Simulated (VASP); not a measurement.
## SnC3: single point with PBE

The system is SnC3.

```
C Sn
1.0
     1.58713    0.91633    5.25679
    -1.58713    0.91633    5.25679
     0.00000   -1.83266    5.25679
C Sn
3 1
Direct
  0.01472 0.01472 0.01472
  0.47689 0.47689 0.47689
  0.38319 0.38319 0.38319
  0.87520 0.87520 0.87520
```

This cell differs from its parent crystal: volume changed by +3%.

```json
{"Program": "VASP 6.6.1", "Task": "single point", "Functional": "PBE", "Potentials or basis": "VASP PAW PBE potentials, release 64 (C, Sn_d)", "Cutoff": "520 eV", "k mesh": "8 × 8 × 8", "Occupations": "fermi-dirac, width 0.02 eV", "Spin": "no spin polarisation"}
```

The pressure is -4.8 GPa, the largest force is 0.252 eV/Å and the band gap on the k mesh is zero (band 13 reaches 8.77 eV, above the bottom of band 14 at 8.64 eV).

Forces on the atoms (eV/Å):
```
C    0.000  0.000 -0.011
C    0.000  0.000 -0.019
C    0.000  0.000  0.252
Sn   0.000  0.000 -0.222
```

Stress tensor (GPa, compression positive):
```
-3.89  0.00  0.00
 0.00 -3.89  0.00
 0.00  0.00 -6.63
```

Levels at points of the mesh, in eV from the Fermi level:
| k point | band 9 | band 10 | band 11 | band 12 | band 13 | band 14 | band 15 | band 16 | band 17 | band 18 |
| --- | --- | --- | --- | --- | --- | --- | --- | --- | --- | --- |
| (0.00, 0.00, 0.00) | -3.52 | -3.52 | -2.44 | -0.21 | 0.10 | 0.10 | 1.82 | 3.38 | 3.38 | 5.21 |
| (0.50, 0.00, 0.00) | -7.35 | -6.75 | -5.09 | -4.92 | -2.02 | 1.21 | 3.19 | 4.45 | 5.63 | 6.22 |
| (0.50, 0.50, 0.00) | -8.96 | -5.48 | -5.21 | -2.42 | -1.20 | 0.40 | 1.07 | 2.96 | 4.51 | 6.42 |
| (0.50, 0.50, 0.50) | -5.29 | -3.39 | -3.39 | -0.38 | -0.38 | 0.02 | 2.58 | 3.82 | 3.82 | 4.73 |

Run time: 69 s on 1 thread of Intel(R) Xeon(R) 6975P-C (Granite Rapids), with other jobs on the host, peak memory 0.27 GiB.

Caveat: spin-orbit coupling is left out, which moves the levels of the heavy elements.
